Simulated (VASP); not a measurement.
## Bi2O4H2: single point with PBE

Bi2O4H2, in a box:

```xyz
8
Lattice="11.8900 0.0000 0.0000 0.0000 11.4600 0.0000 0.0000 0.0000 13.3800" Properties=species:S:1:pos:R:3 pbc="T T T"
Bi    5.0275    5.7575    8.3137
Bi    5.0275    5.7575    5.0631
O     5.6622    6.9640    6.6884
O     4.5000    4.5000    6.6884
O     6.8543    4.8946    8.8768
O     7.3893    4.6259    8.1143
H     6.8543    4.8946    4.5000
H     7.3893    4.6259    5.2625
```

- Program: VASP 6.6.1
- Task: single point
- Functional: PBE
- Potentials or basis: VASP PAW PBE potentials, release 64 (Bi_d, O, H)
- Cutoff: 520 eV
- k mesh: 1 × 1 × 1
- Occupations: gaussian, width 0.01 eV
- Spin: non-collinear spin, zero start, spin-orbit coupling
- Starting moments: [[0.0, 0.0, 0.0], [0.0, 0.0, 0.0], [0.0, 0.0, 0.0], [0.0, 0.0, 0.0], [0.0, 0.0, 0.0], [0.0, 0.0, 0.0], [0.0, 0.0, 0.0], [0.0, 0.0, 0.0]] μB
- Dipole correction: no
- Further INCAR settings: ALGO = Normal; EDIFF = 1e-07; NBANDS = 74

- Largest force: 0.456 eV/Å
- Net moment: 0.00 μB per cell
- Valence electrons inside the program's atomic spheres: Bi 12.71; O 4.94, 5.06 (each value once); H 0.75

Forces in eV/Å, atoms in the order of the input:
```
Bi   0.086 -0.035 -0.447
Bi   0.086 -0.035  0.447
O    0.019  0.013  0.000
O   -0.003 -0.029  0.000
O   -0.203  0.100  0.257
O   -0.203  0.100 -0.257
H    0.109 -0.057 -0.246
H    0.109 -0.057  0.246
```

Moments on the atoms (μB; x, y, z):
```
Bi  0.00 0.00 0.00
Bi  0.00 0.00 0.00
O   0.00 0.00 0.00
O   0.00 0.00 0.00
O   0.00 0.00 0.00
O   0.00 0.00 0.00
H   0.00 0.00 0.00
H   0.00 0.00 0.00
```

It took 54 min on 1 thread of Intel Xeon 8259CL, on a shared host, peak memory 4.4 GiB.
